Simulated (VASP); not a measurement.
Here is a VASP 6.6.1 calculation.

The input POSCAR:

```
ZnSe
1.0
    4.1513888412      0.0000000000      0.0000000000
   -2.0756944206      3.5952081974      0.0000000000
    0.0000000000      0.0000000000      6.1747441704
Zn Se
2 2
Direct
    0.3333333333      0.6666666667      0.2500000000
    0.6666666667      0.3333333333      0.7500000000
    0.6666666667      0.3333333333      0.2500000000
    0.3333333333      0.6666666667      0.7500000000
```

Contents of INCAR.step1:

```
PREC = Accurate ; ENCUT = 520
ISMEAR = 0 ; SIGMA = 0.01
LREAL = False ; LASPH = True
NELM = 80 ; NBANDS = 26
GGA = PE ; ALGO = Normal
EDIFF = 1E-4 ; LWAVE = True
LCHARG = False
```

The input INCAR.step2:

```
PREC = Accurate ; ENCUT = 520
EDIFF = 1E-6 ; ISMEAR = 0
SIGMA = 0.01 ; LREAL = False
LASPH = True ; NELM = 80
ALGO = Normal ; ISIF = 2
LWAVE = False ; LCHARG = False
METAGGA = R2SCAN ; LMIXTAU = True
NBANDS = 26 ; ISTART = 1
```

The input KPOINTS:

```
regular mesh
0
Gamma
  6 6 2
```

Potentials or basis: VASP PAW PBE potentials, release 64 (Zn, Se).

Run with:

```console
$ cat potpaw_PBE.64/Zn/POTCAR potpaw_PBE.64/Se/POTCAR > POTCAR
$ cp INCAR.step1 INCAR
$ mpirun -np 1 vasp_std > vasp.out
$ cp INCAR.step2 INCAR
$ mpirun -np 1 vasp_std > vasp.out
```

(1) What does it give for the pressure?

(2) Predict the band gap on the k mesh.

Results:

(1) 0.2 GPa.

(2) 0.83 eV, direct.

Caveat: the k points lie up to 0.51 Å⁻¹ apart; the PAW data sets were made with another functional, which shifts forces and pressure a little.
